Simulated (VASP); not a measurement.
# Ga (Cmce) in VASP: a series of runs

The runs below take Ga through single point, with LDA.

Everything below comes from runs of VASP 6.6.1. Logs are shortened: lines on timing, memory, paths and dates and some standing lists are left out, and cuts for length are marked.

**1. The cell of the first run**

It takes space group Cmce (No. 64, orthorhombic). Conventional cell: a = 4.436 Å, b = 7.484 Å, c = 4.425 Å, α = 90.00°, β = 90.00°, γ = 90.00°. Ga (site symmetry m) has 7 Ga at 2.45 to 2.74 Å within 3.2 Å.

**2. Single point, LDA**

INCAR reads:

```
  PREC = Accurate
  ENCUT = 520
  EDIFF = 1E-7
  ISMEAR = -1
  SIGMA = 0.1
  LREAL = False
  LASPH = True
  NELM = 80
  ALGO = Normal
  ISIF = 2
  LWAVE = False
  LCHARG = True
  LELF = True
  LVHAR = True
  NBANDS = 34
```

KPOINTS reads:

```
Automatic mesh
0
Gamma
  5 5 5
```

POSCAR reads:

```
Ga
1.0
    2.2178908173     -3.7419137528      0.0000000000
    2.2178908173      3.7419137528      0.0000000000
    0.0000000000      0.0000000000      4.4249628129
Ga
4
Direct
    0.8443628362      0.1556371638      0.0859373133
    0.6556371638      0.3443628362      0.5859373133
    0.1556371638      0.8443628362      0.9140626867
    0.3443628362      0.6556371638      0.4140626867
```

Potentials or basis: VASP PAW LDA potentials, release 64 (Ga_d).

Started as:

```
$ cat potpaw_LDA.64/Ga_d/POTCAR > POTCAR
$ mpirun -np 1 vasp_std > vasp.out
```

OUTCAR:

```text
PREC = Accurate
   ENCUT = 520
   EDIFF = 1E-7
   ISMEAR = -1
   LREAL = False
   LASPH = True
   NELM = 80
   ISIF = 2

 ion  position               nearest neighbor table
   1  0.844  0.156  0.086-   3 2.45   2 2.62   2 2.62   4 2.65   4 2.65   3 2.74   3 2.74
   2  0.656  0.344  0.586-   4 2.45   1 2.62   1 2.62   3 2.65   3 2.65   4 2.74   4 2.74
   3  0.156  0.844  0.914-   1 2.45   4 2.62   4 2.62   2 2.65   2 2.65   1 2.74   1 2.74
   4  0.344  0.656  0.414-   2 2.45   3 2.62   3 2.62   1 2.65   1 2.65   2 2.74   2 2.74

  LATTYP: Found a base centered orthorhombic cell.
 ALAT       =     4.4357816346
 B/A-ratio  =     1.6871496665
 C/A-ratio  =     0.9975610112

  Lattice vectors:

 A1 = (   2.2178908173,  -3.7419137528,   0.0000000000)
 A2 = (   2.2178908173,   3.7419137528,   0.0000000000)
 A3 = (   0.0000000000,   0.0000000000,   4.4249628129)

Analysis of symmetry for initial positions (statically):
=====================================================================
 Subroutine PRICEL returns:
 Original cell was already a primitive cell.

 Routine SETGRP: Setting up the symmetry group for a
 base centered orthorhombic supercell.

 Subroutine GETGRP returns: Found  8 space group operations
 (whereof  4 operations were pure point group operations)
 out of a pool of  8 trial point group operations.

The static configuration has the point symmetry C_2h.
 The point group associated with its full space group is D_2h.

Analysis of symmetry for dynamics (positions and initial velocities):
=====================================================================
 Subroutine PRICEL returns:
 Original cell was already a primitive cell.

 Routine SETGRP: Setting up the symmetry group for a
 base centered orthorhombic supercell.

 Subroutine GETGRP returns: Found  8 space group operations
 (whereof  4 operations were pure point group operations)
 out of a pool of  8 trial point group operations.

The dynamic configuration has the point symmetry C_2h.
 The point group associated with its full space group is D_2h.

 Subroutine INISYM returns: Found  8 space group operations
 (whereof  4 operations are pure point group operations),
 and found     1 'primitive' translations

----------------------------------------------------------------------------------------

                                     Primitive cell

  volume of cell :      73.4469

  direct lattice vectors                    reciprocal lattice vectors
     2.217890817 -3.741913753  0.000000000     0.225439411 -0.133621466  0.000000000
     2.217890817  3.741913753  0.000000000     0.225439411  0.133621466  0.000000000
     0.000000000  0.000000000  4.424962813     0.000000000  0.000000000  0.225990600

  length of vectors
     4.349822779  4.349822779  4.424962813     0.262064160  0.262064160  0.225990600

  position of ions in fractional coordinates (direct lattice)
     0.844362836  0.155637164  0.085937313
     0.655637164  0.344362836  0.585937313
     0.155637164  0.844362836  0.914062687
     0.344362836  0.655637164  0.414062687

  ion indices of the primitive-cell ions
   primitive index   ion index
                 1           1
                 2           2
                 3           3
                 4           4

----------------------------------------------------------------------------------------

 KPOINTS: Automatic mesh

Automatic generation of k-mesh.
 Grid dimensions read from file:
 generate k-points for:    5    5    5

 Generating k-lattice:

  Cartesian coordinates                     Fractional coordinates (reciprocal lattice)
     0.045087882 -0.026724293  0.000000000     0.200000000  0.000000000  0.000000000
     0.045087882  0.026724293  0.000000000     0.000000000  0.200000000  0.000000000
     0.000000000  0.000000000  0.045198120     0.000000000  0.000000000  0.200000000

  Length of vectors
     0.052412832  0.052412832  0.045198120

  Shift w.r.t. Gamma in fractional coordinates (k-lattice)
     0.000000000  0.000000000  0.000000000

 Subroutine IBZKPT returns following result:
 ===========================================

 Found     27 irreducible k-points:

 Following reciprocal coordinates:
            Coordinates               Weight
  0.000000  0.000000  0.000000      1.000000
  0.200000  0.000000  0.000000      4.000000
  0.400000 -0.000000  0.000000      4.000000
  0.200000  0.200000  0.000000      2.000000
  0.400000  0.200000  0.000000      4.000000
 -0.400000  0.200000  0.000000      4.000000
[... 16 lines left out ...]
  0.400000  0.200000  0.400000      8.000000
 -0.400000  0.200000  0.400000      8.000000
 [... further k-points ...]
   k-points           NKPTS =     27   k-points in BZ     NKDIM =     27   number of bands    NBANDS=     34
   number of dos      NEDOS =    301   number of ions     NIONS =      4
   total plane-waves  NPLWV =  36864
   dimension x,y,z NGX =    32 NGY =   32 NGZ =   36
   dimension x,y,z NGXF=    64 NGYF=   64 NGZF=   72
   ions per type =               4
   NGX,Y,Z   is equivalent  to a cutoff of  12.23, 12.23, 13.53 a.u.
   NGXF,Y,Z  is equivalent  to a cutoff of  24.46, 24.46, 27.05 a.u.
 SYSTEM =  unknown system
   PREC   = accura    normal or accurate (medium, high low for compatibility)
   ISTART =      0    job   : 0-new  1-cont  2-samecut
   ICHARG =      2    charge: 1-file 2-atom 10-const
   ISPIN  =      1    spin polarized calculation?
   LNONCOLLINEAR =      F non collinear calculations
   LSORBIT =      F    spin-orbit coupling
   LASPH  =      T    aspherical Exc in radial PAW
   ENCUT  =  520.0 eV  38.22 Ry    6.18 a.u.   8.09  8.09  8.23*2*pi/ulx,y,z
   NELM   =     80;   NELMIN=  2; NELMDL= -5     # of ELM steps
   EDIFF  = 0.1E-06   stopping-criterion for ELM
   LREAL  =      F    real-space projection
   EDIFFG = 0.1E-05   stopping-criterion for IOM
   NSW    =      0    number of steps for IOM
   IBRION =     -1    ionic relax: 0-MD 1-quasi-New 2-CG
   NFREE  =      0    steps in history (QN), initial steepest desc. (CG)
   ISIF   =      2    stress and relaxation
   ISYM   =      2    0-nonsym 1-usesym 2-fastsym
   POTIM  = 0.5000    time-step for ionic-motion
   TEBEG  =    0.0;   TEEND  =   0.0 temperature during run
   PSTRESS=    0.0 pullay stress
   NELECT =      52.0000    total number of electrons
   NUPDOWN=      -1.0000    fix difference up-down
   EMIN   =  10.00;   EMAX   =-10.00  energy-range for DOS
   EFERMI =   0.00;   METHOD = LEGACY
   ISMEAR =    -1;   SIGMA  =   0.10  broadening in eV -4-tet -1-fermi 0-gaus
   EFERMI_NEDOS =   21; number of points for ismear=-14 and -15
   IALGO  =     38    algorithm
   IMIX   =      4    mixing-type and parameters
     AMIX     =   0.40;   BMIX     =  1.00
     AMIX_MAG =   1.60;   BMIX_MAG =  1.00
  volume/ion in A,a.u.               =      18.36       123.91
  Fermi-wavevector in a.u.,A,eV,Ry     =   1.459099  2.757297 28.966394  2.128970
  Thomas-Fermi vector in A             =   2.575706
   LORBIT       =      0    0 simple, 1 ext, 2 COOP (PROOUT), +10 PAW based schemes
   GGA     = CA    functional components
   LHFCALC =     F    Hartree Fock is set to
   AEXX    =    0.0000 exact exchange contribution
   IVDW    =     0    specifies the selected vdW correction
   LEPSILON=     F    determine dielectric tensor
   LRPA    =     F    only Hartree local field effects (RPA)
 non-spin polarized calculation
  energy-cutoff  :      520.00
  volume of cell :       73.45
 maximum number of plane-waves:      1992
   NGX = 17   NGY = 17   NGZ = 17

 number of electron      52.0000021 magnetization

 Free energy of the ion-electron system (eV)
  ---------------------------------------------------
  ext. energy  EPLUGINS =         0.00000000
  ---------------------------------------------------
  free energy    TOTEN  =       -14.48031302 eV

  energy without entropy =      -14.45266092  energy(sigma->0) =      -14.46648697

 E-fermi :   5.3364     XC(G=0): -11.3011

 val. band max:        5.3323834274   @ k =   0.2000   0.2000   0.0000
 cond. band min:       5.3719653984   @ k =  -0.2000   0.2000   0.2000
 fundamental gap:      0.0395819710
 Fermi energy:         5.3364496354

 k-point     1 :       0.0000    0.0000    0.0000
  band No.  band energies     occupation
      1      -9.9862      2.00000
      2      -9.9791      2.00000
      3      -9.9461      2.00000
      4      -9.9281      2.00000
      5      -9.8979      2.00000
      6      -9.8724      2.00000
[... 26 lines left out ...]
     33      12.4410      0.00000
     34      13.0423      0.00000

 k-point     2 :       0.2000    0.0000    0.0000
  band No.  band energies     occupation
      1      -9.9923      2.00000
      2      -9.9612      2.00000
      3      -9.9590      2.00000
      4      -9.9408      2.00000
      5      -9.8770      2.00000
      6      -9.8547      2.00000
[... 26 lines left out ...]
     33      11.8779      0.00000
     34      12.8136      0.00000

 k-point     3 :       0.4000   -0.0000    0.0000
  band No.  band energies     occupation
      1      -9.9899      2.00000
      2      -9.9703      2.00000
      3      -9.9559      2.00000
      4      -9.9197      2.00000
      5      -9.8980      2.00000
      6      -9.8895      2.00000
[... 26 lines left out ...]
     33      11.6740      0.00000
     34      13.1814      0.00000

 k-point     4 :       0.2000    0.2000    0.0000
  band No.  band energies     occupation
      1     -10.0079      2.00000
      2      -9.9695      2.00000
      3      -9.9491      2.00000
      4      -9.9341      2.00000
      5      -9.9229      2.00000
      6      -9.8417      2.00000
[... 26 lines left out ...]
     33      12.4760      0.00000
     34      14.6481      0.00000

 k-point     5 :       0.4000    0.2000    0.0000
  band No.  band energies     occupation
      1     -10.0264      2.00000
      2      -9.9898      2.00000
      3      -9.9518      2.00000
      4      -9.9159      2.00000
      5      -9.9056      2.00000
      6      -9.8326      2.00000
[... 621 lines left out ...]
 k-point    22 :       0.2000    0.2000    0.4000
  band No.  band energies     occupation
      1     -10.0236      2.00000
      2      -9.9984      2.00000
      3      -9.9502      2.00000
      4      -9.9123      2.00000
      5      -9.9004      2.00000
      6      -9.8770      2.00000
[... 26 lines left out ...]
     33      13.1940      0.00000
     34      13.8659      0.00000

 k-point    23 :       0.4000    0.2000    0.4000
  band No.  band energies     occupation
      1     -10.0185      2.00000
      2      -9.9871      2.00000
      3      -9.9544      2.00000
      4      -9.9199      2.00000
      5      -9.9148      2.00000
      6      -9.8821      2.00000
[... 26 lines left out ...]
     33      13.6029      0.00000
     34      13.9626      0.00000

 k-point    24 :      -0.4000    0.2000    0.4000
  band No.  band energies     occupation
      1     -10.0038      2.00000
      2      -9.9838      2.00000
      3      -9.9434      2.00000
      4      -9.9400      2.00000
      5      -9.8896      2.00000
      6      -9.8756      2.00000
[... 26 lines left out ...]
     33      14.3349      0.00000
     34      14.5438      0.00000

 [... further k-points ...]
[... 5 lines left out ...]
  --------------------------------------------------------------------------------------
  -------------------------------------------------------------------------------------
  Total        0.1115901     -0.1162240      0.0372648      0.0000000      0.0000000      0.0000000
  in kB        2.4342371     -2.5353214      0.8128983      0.0000000      0.0000000      0.0000000
  external PRESSURE =       0.2372713 kB  Pullay stress =       0.0000000 kB

 VOLUME and BASIS-vectors are now :
 -----------------------------------------------------------------------------
  energy-cutoff  :      520.00
  volume of cell :       73.45
      direct lattice vectors                 reciprocal lattice vectors
     2.217890817 -3.741913753  0.000000000     0.225439411 -0.133621466  0.000000000
     2.217890817  3.741913753  0.000000000     0.225439411  0.133621466  0.000000000
     0.000000000  0.000000000  4.424962813     0.000000000  0.000000000  0.225990600

 POSITION                                       TOTAL-FORCE (eV/Angst)
 -----------------------------------------------------------------------------------
      2.21789     -2.57715      0.38027         0.000000      0.047300      0.001545
      2.21789     -1.16476      2.59275         0.000000     -0.047300      0.001545
      2.21789      2.57715      4.04469         0.000000     -0.047300     -0.001545
      2.21789      1.16476      1.83221         0.000000      0.047300     -0.001545
 -----------------------------------------------------------------------------------
    total drift:                                0.000000      0.000000      0.000000

  FREE ENERGIE OF THE ION-ELECTRON SYSTEM (eV)
  ---------------------------------------------------
  free  energy   TOTEN  =       -14.4803130186 eV

  energy  without entropy=      -14.4526609238  energy(sigma->0) =      -14.46648697
```

Run time: 44 s. Hardware: 1 thread of Intel Xeon Platinum 8259CL at 2.50GHz (Skylake/Cascade Lake), shared host; peak memory 0.18 GiB.

What came out:

```yaml
Free_energy: -14.4803 eV
Pressure: 0.0 GPa
Largest_force: 0.047 eV/Å
Band_gap_on_the_k_mesh: zero (band 26 reaches 5.37 eV, above the bottom of band 27 at 4.93 eV)
```

Forces on the atoms (eV/Å):
```
Ga   0.000  0.047  0.002
Ga   0.000 -0.047  0.002
Ga   0.000 -0.047 -0.002
Ga   0.000  0.047 -0.002
```

Stress tensor (GPa, compression positive):
```
 0.24  0.00  0.00
 0.00 -0.25  0.00
 0.00  0.00  0.08
```

Levels at points of the mesh, in eV from the Fermi level:
```tsv
k point	band 22	band 23	band 24	band 25	band 26	band 27	band 28	band 29	band 30	band 31
(0.00, 0.00, 0.00)	-4.24	-3.85	-1.84	-1.69	-0.75	0.91	1.02	1.14	5.39	5.68
```

(Continued in part 2 of 2.)
